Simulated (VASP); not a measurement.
Runs of VASP 6.6.1 on BP. The structure is that of space group I-4m2 (No. 119), or close to it. The cells are those of the table. 

| cell | gap on the mesh (eV) | pressure (GPa) |
| --- | --- | --- |
| a = 3.402, b = 3.402, c = 3.466 Å, angles 59.4, 59.4, 61.2°, 2 atoms | 0.98 | -21.1 |
| a = 3.274, b = 3.274, c = 3.337 Å, angles 59.4, 59.4, 61.3°, 2 atoms | (b) | -10.3 |
| a = 3.083, b = 3.083, c = 2.952 Å, angles 61.4, 61.4, 57.2°, 2 atoms | (a) | 38.2 |
| a = 3.279, b = 3.279, c = 3.466 Å, angles 58.1, 58.1, 63.8°, 2 atoms | (c) | -14.2 |
| a = 3.211, b = 3.211, c = 3.337 Å, angles 58.7, 58.7, 62.6°, 2 atoms | 0.14 | -5.0 |

Alike in all rows: task single point; level PBE; potentials or basis VASP PAW PBE potentials, release 64 (B, P); no spin polarisation; k mesh 10 × 10 × 10; cutoff (eV) 520; smearing gaussian 0.05 eV.

Q: Fill in the values left out.

A: (a) 0.33; (b) 0.78; (c) none.

A k mesh can miss the band edges.
